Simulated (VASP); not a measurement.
Set up this calculation in VASP 6.6.1, as the native input.

* Task: electric field gradients
* Functional: r2SCAN
* Potentials or basis: VASP PAW PBE potentials, release 64 (Mg, Zn, O)
* Cutoff: 520 eV
* k mesh: 4 × 4 × 5
* Occupations: fermi-dirac, width 0.02 eV
* Spin: no spin polarisation
* Dipole correction: no
* Further INCAR settings: LREAL = Auto; ALGO = Normal; EDIFF = 1e-08; NBANDS = 81

Crystal: MgZn7O8.

```
CELL_PARAMETERS angstrom
6.49039 0.00000 0.00000
-3.24519 5.62084 0.00000
0.00000 0.00000 5.20221
ATOMIC_POSITIONS crystal
Mg 0.00000 0.00000 0.49939
Zn 0.49922 0.99843 0.49761
Zn 0.16672 0.83328 0.00029
Zn 0.66656 0.83328 0.00029
Zn 0.00157 0.50078 0.49761
Zn 0.49922 0.50078 0.49761
Zn 0.16672 0.33344 0.00029
Zn 0.66667 0.33333 0.99834
O 0.00000 0.00000 0.87866
O 0.66667 0.33333 0.38007
O 0.00037 0.50019 0.87957
O 0.49981 0.50019 0.87957
O 0.49981 0.99963 0.87957
O 0.16567 0.83433 0.38104
O 0.66867 0.83433 0.38104
O 0.16567 0.33133 0.38104
```

The input as run:

POSCAR

```
MgZn7O8
1.0
    6.4903883133      0.0000000000      0.0000000000
   -3.2451941567      5.6208411598      0.0000000000
    0.0000000000      0.0000000000      5.2022117000
Mg Zn O
1 7 8
Direct
    0.0000000000      0.0000000000      0.4993885500
    0.4992161450      0.9984322900      0.4976126900
    0.1667224200      0.8332775800      0.0002922300
    0.6665551600      0.8332775800      0.0002922300
    0.0015677100      0.5007838550      0.4976126900
    0.4992161450      0.5007838550      0.4976126900
    0.1667224200      0.3334448400      0.0002922300
    0.6666666667      0.3333333333      0.9983388700
    0.0000000000      0.0000000000      0.8786582600
    0.6666666667      0.3333333333      0.3800683800
    0.0003723800      0.5001861900      0.8795683200
    0.4998138100      0.5001861900      0.8795683200
    0.4998138100      0.9996276200      0.8795683200
    0.1656674800      0.8343325200      0.3810435200
    0.6686650400      0.8343325200      0.3810435200
    0.1656674800      0.3313349600      0.3810435200
```

INCAR.step1

```
SYSTEM = MgZn7O8
ALGO = Normal
EDIFF = 1E-4
ENCUT = 520
GGA = PE
ISMEAR = -1
LASPH = .TRUE.
LCHARG = .FALSE.
LREAL = Auto
LWAVE = .TRUE.
NBANDS = 81
NELM = 100
PREC = Accurate
SIGMA = 0.02
```

INCAR.step2

```
SYSTEM = MgZn7O8
ALGO = Normal
EDIFF = 1E-8
ENCUT = 520
ISIF = 2
ISMEAR = -1
ISTART = 1
LASPH = .TRUE.
LCHARG = .FALSE.
LEFG = .TRUE.
LMIXTAU = .TRUE.
LREAL = Auto
LWAVE = .FALSE.
METAGGA = R2SCAN
NBANDS = 81
NELM = 100
PREC = Accurate
SIGMA = 0.02
```

KPOINTS

```
k-points
0
G
  4 4 5
  0 0 0
```

Potentials or basis: VASP PAW PBE potentials, release 64 (Mg, Zn, O).

Launch:

```console
$ cat potpaw_PBE.64/Mg/POTCAR potpaw_PBE.64/Zn/POTCAR potpaw_PBE.64/O/POTCAR > POTCAR
$ cp INCAR.step1 INCAR
$ mpirun -np 1 vasp_std > vasp.out
$ cp INCAR.step2 INCAR
$ mpirun -np 1 vasp_std > vasp.out
```

Results of the run:

```yaml
Pressure: 0.1 GPa
Largest_force: 0.045 eV/Å
Band_gap_on_the_k_mesh: 1.53 eV, direct
```

Caveat: without QUAD_EFG the Cq values of the log hold for a quadrupole moment of 1 mb, not for the nuclei; the PAW data sets were made with another functional, which shifts forces and pressure a little.

Wall time 13 min on 1 thread of Intel(R) Xeon(R) Platinum 8559C (Emerald Rapids), with other jobs on the host, peak memory 0.4 GiB.
